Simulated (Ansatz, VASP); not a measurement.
## Two plane-wave programs on Y

```
Y
1.0
     0.00000    2.53266    2.53266
     2.53266    0.00000    2.53266
     2.53266    2.53266    0.00000
Y
1
Cartesian
  0.0000 0.0000 0.0000
```

Alike in both runs: task relaxation of cell and atoms; functional PBE; k mesh 18 × 18 × 18; occupations gaussian, width 0.1 eV; no spin polarisation.

|  | VASP | Ansatz |
| --- | --- | --- |
| version | VASP 6.6.1 | Ansatz 0.2.0 |
| potentials or method | VASP PAW PBE potentials, release 64 (Y_sv), cutoff 600 eV | scalar-relativistic, plane waves, PAW |
| valence electrons in the cell | 11 | 11 |

Ansatz gave:

```
gap on the k mesh at the Fermi level, each at its own relaxed structure (eV)  : none
relaxed volume (Å³/atom)                                                      : 32.43
relaxed length of the cell vector where the two differ most in proportion (Å) : 3.579
```

Problem. Estimate VASP's values.

Solution. gap on the k mesh at the Fermi level, each at its own relaxed structure (eV): none; relaxed volume (Å³/atom): 32.32; relaxed length of the cell vector where the two differ most in proportion (Å): 3.575.

A gap of «none» marks a metal or a gap that the smearing closes.
